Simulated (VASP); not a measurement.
Li4SbPt2:

```
CELL_PARAMETERS angstrom
5.85634 0.00000 0.00000
-2.92817 5.07174 0.00000
0.00000 0.00000 4.21491
ATOMIC_POSITIONS crystal
Li 0.50000 0.00000 0.00000
Li 0.00000 0.50000 0.00000
Li 0.50000 0.50000 0.00000
Li 0.00000 0.00000 0.50000
Sb 0.00000 0.00000 0.00000
Pt 0.33333 0.66667 0.00000
Pt 0.66667 0.33333 0.00000
```

The cell was generated, and may not be a known phase.

```yaml
Program: VASP 6.6.1
Task: relaxation of cell and atoms
Functional: PBE
Potentials_or_basis: VASP PAW PBE potentials, release 64 (Li_sv, Sb_d_GW, Pt_sv_GW)
Cutoff: 880 eV
k_mesh: 3 × 3 × 4
Occupations: gaussian, width 0.1 eV
Spin: no spin polarisation
```

At the start: pressure 47.1 GPa; volume 17.88 Å³/atom.

Problem. How do energy, volume and symmetry change on relaxing?

Solution. Over 10 steps the energy falls by 1728.5 meV/atom and the volume is 40.63 Å³/atom (+127.2 %); space group P6/mmm (No. 191, to 0.1 Å) before and after.

Step by step:
```
step  energy change (eV)  largest force (eV/Å)  pressure (GPa)  volume (Å³)
   1              0.0000                0.0000           47.05       125.19
   2            -11.7389                0.0000            1.94       244.02
   3            -11.7942                0.0000            1.41       251.60
   4            -11.8335                0.0000            0.50       267.22
   5            -11.8324                0.0000            0.69       263.71
   6            -11.9724                0.0000            0.36       270.57
   7            -12.0948                0.0000           -0.08       284.02
   8            -12.0978                0.0000           -0.14       286.23
   9            -12.0979                0.0000           -0.15       286.67
  10            -12.0995                0.0000           -0.04       284.39
```

Final structure:
```xyz
7
Lattice="7.8724 0.0000 0.0000 -3.9362 6.8177 0.0000 0.0000 0.0000 5.2987" Properties=species:S:1:pos:R:3 pbc="T T T"
Li    0.0000    6.8177    0.0000
Li    5.9043    3.4088    0.0000
Li    1.9681    3.4088    0.0000
Li    3.9362    6.8177    2.6493
Sb    3.9362    6.8177    0.0000
Pt    0.0000    4.5451    0.0000
Pt    3.9362    2.2726    5.2987
```

Caveat: the k points lie up to 0.31 Å⁻¹ apart in the final cell, too coarse for converged energies and pressures of a metal; the volume moved by over 15 % at a fixed basis, so the end points are rough.
